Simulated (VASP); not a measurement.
Runs of VASP 6.6.1 on MgO2. The structure is that of space group Pa-3 (No. 205), or close to it. The cells are those of the table. 

| cell | smearing | gap on the mesh (eV) | pressure (GPa) | largest force (eV/Å) |
| --- | --- | --- | --- | --- |
| a = 4.929 Å, 12 atoms | gaussian 0.02 eV | (b) | -7.7 | 0.26 |
| a = 4.785 Å, 12 atoms | gaussian 0.02 eV | 4.79 | 4.4 | 0.28 |
| a = 4.685 Å, 12 atoms | gaussian 0.02 eV | 5.03 | 16.3 | 0.30 |
| a = 4.834 Å, 12 atoms | gaussian 0.02 eV | 4.68 | -0.3 | 0.27 |
| a = 4.735 Å, 12 atoms | gaussian 0.02 eV | (a) | 9.9 | 0.29 |
| a = 4.834 Å, 12 atoms | gaussian 0.05 eV | 4.68 | -0.3 | 0.27 |
| a = 4.633 Å, 12 atoms | gaussian 0.02 eV | 5.17 | 24.0 | 0.30 |

Alike in all rows: task single point; level r2SCAN; potentials or basis VASP PAW PBE potentials, release 64 (Mg, O); no spin polarisation; k mesh 6 × 6 × 6; cutoff (eV) 520.

**Question.** Estimate the missing entries.

**Answer.** (a) 4.91; (b) 4.47.

Caveats: the PAW data sets were made with another functional, which shifts forces and pressure a little.

A k mesh can miss the band edges.
